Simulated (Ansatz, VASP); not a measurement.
**Mg: VASP beside Ansatz**

File INCAR:

```
  ALGO = Normal
  EDIFF = 1E-6
  ENCUT = 520
  ISIF = 2
  ISMEAR = -1
  LASPH = T
  LCHARG = T
  LELF = T
  LREAL = F
  LVHAR = T
  LWAVE = F
  NBANDS = 9
  NELM = 100
  PREC = Accurate
  SIGMA = 0.05
```

Contents of KPOINTS:

```
k-points
0
Gamma
  15 15 9
```

The input POSCAR:

```
Mg
1.0
    3.0133802889      0.0000000000      0.0000000000
   -1.5066901444      2.6096638814      0.0000000000
    0.0000000000      0.0000000000      4.8351772861
Mg
2
Direct
    0.3333333333      0.6666666667      0.2500000000
    0.6666666667      0.3333333333      0.7500000000
```

Input for Ansatz:

```yaml
crystal:
  lattice:
    - [3.0133802889, 0.0, 0.0]
    - [-1.5066901444, 2.6096638814, 0.0]
    - [0.0, 0.0, 4.8351772861]
  atoms:
    - { symbol: Mg, position: [0.3333333333, 0.6666666667, 0.25] }
    - { symbol: Mg, position: [0.6666666667, 0.3333333333, 0.75] }
kpoints:
  mp_grid: { grid: [15, 15, 9] }
scf:
  occupations: { method: fermi_dirac, width: 0.05 }
hamiltonian:
  xc: lda
  pseudopotentials: { kind: all_electron, lapw: { basis_error: 0.001 } }
output:
  forces: true
  stress: true
  eigenvalues: true
  populations: true
```

Change from the starting cell: volume scaled by 0.88, LAPW.

Alike in both runs: task single point; functional LDA; k mesh 15 × 15 × 9; occupations fermi-dirac, width 0.05 eV; no spin polarisation.

|  | VASP | Ansatz |
| --- | --- | --- |
| version | VASP 6.6.1 | Ansatz 0.2.0 |
| potentials or method | VASP PAW LDA potentials, release 64 (Mg), cutoff 520 eV | all-electron LAPW, scalar-relativistic |

VASP gave:

```
pressure (GPa) : 6.2
```

Estimate Ansatz's values.

pressure (GPa): 6.6.

LDA's correlation is that of Perdew and Zunger in VASP and of Perdew and Wang (1992) in Ansatz. Ansatz ran all-electron here, and VASP with PAW potentials.
